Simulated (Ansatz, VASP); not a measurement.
**LiNbO3 in VASP and in Ansatz**

```xyz
40
Lattice="-5.1516 -2.9743 4.6230 5.1516 -2.9743 4.6230 0.0000 5.9486 4.6230" Properties=species:S:1:pos:R:3 pbc="T T T"
Li    0.0000    0.0000    3.9041
Li    0.0000   -2.9743    8.5271
Li   -2.5758    1.4871    8.5271
Li    2.5758    1.4871    8.5271
Li   -2.5758   -1.4871    6.2156
Li    2.5758   -1.4871    6.2156
Li    0.0000    2.9743    6.2156
Li    0.0000    0.0000   10.8386
Nb    0.0000    0.0000    0.0008
Nb    0.0000   -2.9743    4.6238
Nb   -2.5758    1.4871    4.6238
Nb    2.5758    1.4871    4.6238
Nb   -2.5758   -1.4871    2.3123
Nb    2.5758   -1.4871    2.3123
Nb    0.0000    2.9743    2.3123
Nb    0.0000    0.0000    6.9353
O    -0.6338   -1.4403    5.5026
O     4.5178   -1.4403    5.5026
O     1.9420    3.0211    5.5026
O     1.9420    0.0468   10.1256
O    -3.5874    0.1713    5.5026
O     1.5642    0.1713    5.5026
O    -1.0116    4.6327    5.5026
O    -1.0116    1.6584   10.1256
O    -3.5063   -3.1924    5.5026
O     1.6453   -3.1924    5.5026
O    -0.9305    1.2690    5.5026
O    -0.9305   -1.7053   10.1256
O     0.9305   -1.7053    3.1911
O     0.9305   -4.6795    7.8141
O    -1.6453   -0.2181    7.8141
O     3.5063   -0.2181    7.8141
O    -1.9420    0.0468    3.1911
O    -1.9420   -2.9274    7.8141
O    -4.5178    1.5340    7.8141
O     0.6338    1.5340    7.8141
O     1.0116    1.6584    3.1911
O     1.0116   -1.3159    7.8141
O    -1.5642    3.1456    7.8141
O     3.5874    3.1456    7.8141
```

Alike in both runs: task single point; functional PBE; k mesh 3 × 3 × 3; occupations gaussian, width 0.05 eV; no spin polarisation.

|  | VASP | Ansatz |
| --- | --- | --- |
| version | VASP 6.6.1 | Ansatz 0.2.0 |
| potentials or method | VASP PAW PBE potentials, release 64 (Li_sv, Nb_sv, O), cutoff 520 eV | scalar-relativistic, plane waves, PAW |
| valence electrons in the cell | 272 | 272 |

```csv
,VASP,Ansatz,Ansatz less VASP
gap on the k mesh at the Fermi level (eV),3.60,3.62,+0.013
rms of the force components (eV/Å),0.092,0.094,+0.0019
```

Atom by atom the forces differ by 0.009 eV/Å (rms over components). With one functional, cell and mesh, what is left measures potentials, basis and numerics.

Noted on VASP's run: the cutoff is short for stress, so the pressure is rough.
